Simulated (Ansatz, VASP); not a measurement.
**One calculation of Os, two programs**

```
CELL_PARAMETERS angstrom
-0.20533 1.84795 1.84795
1.84795 -0.20533 1.84795
1.84795 1.84795 -0.20533
ATOMIC_POSITIONS crystal
Os 0.00000 0.00000 0.00000
```

Alike in both runs: task single point; functional PBEsol; k mesh 24 × 24 × 24; occupations gaussian, width 0.15 eV; no spin polarisation.

|  | VASP | Ansatz |
| --- | --- | --- |
| version | VASP 6.6.1 | Ansatz 0.2.0 |
| potentials or method | VASP PAW PBE potentials, release 64 (Os), cutoff 520 eV | scalar-relativistic, plane waves, PAW |
| valence electrons in the cell | 8 | 16 |

Ansatz gave:

- gap on the k mesh at the Fermi level (eV): none
- pressure (GPa): -8.4
- traceless stress, the component that is largest in VASP (GPa): 26.44

Problem. Which values does VASP return?

Solution. gap on the k mesh at the Fermi level (eV): none; pressure (GPa): -8.2; traceless stress, the component that is largest in VASP (GPa): 26.34.

VASP's potentials were made for PBE, not for PBEsol. A gap of «none» marks a metal or a gap that the smearing closes. VASP's potentials hold 8 valence electrons a cell and Ansatz's 16, so a difference there can come from the potentials and not from the codes.

Spin-orbit coupling is off throughout.
